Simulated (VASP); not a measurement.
A run of VASP 6.6.1:

The input INCAR:

```
SYSTEM = Be2H3
PREC = Accurate ; ENCUT = 520
EDIFF = 1E-6 ; ISMEAR = 0
SIGMA = 0.1 ; LREAL = .False.
LASPH = .True. ; NELM = 60
ALGO = Normal ; ISIF = 2
LWAVE = .False. ; LCHARG = .False.
GGA = PE ; NBANDS = 12
```

The input KPOINTS:

```
regular mesh
0
Gamma
  6 6 6
  0 0 0
```

Contents of POSCAR:

```
Be2H3
1.0
    1.7675387898      1.0204889961      2.5795882231
   -1.7675387898      1.0204889961      2.5795882231
    0.0000000000     -2.0409779922      2.5795882231
Be H
2 3
Direct
    0.0000000000      0.0000000000      0.0000000000
    0.5000000000      0.5000000000      0.5000000000
    0.0000000000      0.0000000000      0.5000000000
    0.5000000000      0.0000000000      0.0000000000
    0.0000000000      0.5000000000      0.0000000000
```

Potentials or basis: VASP PAW PBE potentials, release 64 (Be, H).

Command:

```console
$ cat potpaw_PBE.64/Be/POTCAR potpaw_PBE.64/H/POTCAR > POTCAR
$ mpirun -np 1 vasp_std > vasp.out
```

Hardware: 1 thread of Intel(R) Xeon(R) 6975P-C (Granite Rapids), with other jobs on the host.

**Question.** How long does it take, and how much memory?

**Answer.** It took 4.3 s on 1 thread of Intel(R) Xeon(R) 6975P-C (Granite Rapids), on a shared host, peak memory 0.13 GiB. Counts: scf iterations 11, k points 32.
